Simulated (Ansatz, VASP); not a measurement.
**Ru2C in VASP and in Ansatz**

```
CELL_PARAMETERS angstrom
2.83994 0.00000 0.00000
-1.41997 2.45946 0.00000
0.00000 0.00000 4.92473
ATOMIC_POSITIONS crystal
Ru 0.66667 0.33333 0.23916
Ru 0.33333 0.66667 0.76084
C 0.00000 0.00000 0.50000
```

Change from the starting cell: species swapped into the Cr2C type (P-3m1, No. 164).

Alike in both runs: functional PBE; k mesh 6 × 6 × 4; occupations gaussian, width 0.1 eV; no spin polarisation.

Ansatz relaxed the structure, and its values are those at the end. VASP's run is a single point on that final structure, the one shown.

```csv
,VASP,Ansatz
version,VASP 6.6.1,Ansatz 0.2.0
potentials or method,"VASP PAW PBE potentials, release 64 (Ru_pv, C), cutoff 520 eV","scalar-relativistic, plane waves, PAW"
valence electrons in the cell,32,36
```

|  | VASP | Ansatz | Ansatz less VASP |
| --- | --- | --- | --- |
| gap on the k mesh at the Fermi level (eV) | none | none | - |
| pressure (GPa) | -0.1 | -0.2 | -0.19 |
| rms of the force components (eV/Å) | 0.013 | 0.001 | -0.0117 |

A gap of «none» marks a metal or a gap that the smearing closes. With one functional, cell and mesh, what is left measures potentials, basis and numerics. VASP's potentials hold 32 valence electrons a cell and Ansatz's 36, so a difference there can come from the potentials and not from the codes.

The k mesh is coarse, so the values compare programs but aren't converged.
